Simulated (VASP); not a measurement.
Here is a VASP 6.6.1 calculation.

File INCAR:

```
PREC = Accurate
ENCUT = 520
EDIFF = 1E-8
ISMEAR = 0
SIGMA = 0.01
LREAL = F
LASPH = T
NELM = 100
ALGO = Normal
ISIF = 2
LWAVE = F
LCHARG = F
GGA = PS
IBRION = 8
NSW = 1
```

The input KPOINTS:

```
Automatic mesh
0
Gamma
  10 10 10
```

The input POSCAR:

```
LiH
1.0
    1.9300173580      1.9300173580      0.0000000000
   -1.9300173580      1.9300173580      0.0000000000
    0.0000000000      1.9300173580      1.9300173580
Li H
1 1
Direct
    0.0000000000      0.0000000000      0.0000000000
    0.5000000000      0.5000000000      0.0000000000
```

Potentials or basis: VASP PAW PBE potentials, release 64 (Li_sv, H).

Run with:

```sh
$ cat potpaw_PBE.64/Li_sv/POTCAR potpaw_PBE.64/H/POTCAR > POTCAR
$ mpirun -np 1 vasp_std > vasp.out
```

Predict the highest phonon frequency at Γ, LO-TO splitting left out.

717 cm⁻¹.

Phonon frequencies in cm⁻¹ (negative: imaginary):
```tsv
q point	frequencies
(0.000, 0.000, 0.000)	-2 -2 -2 717 717 717
```

Caveat: the cell wasn't relaxed at this level first, which shifts response properties.
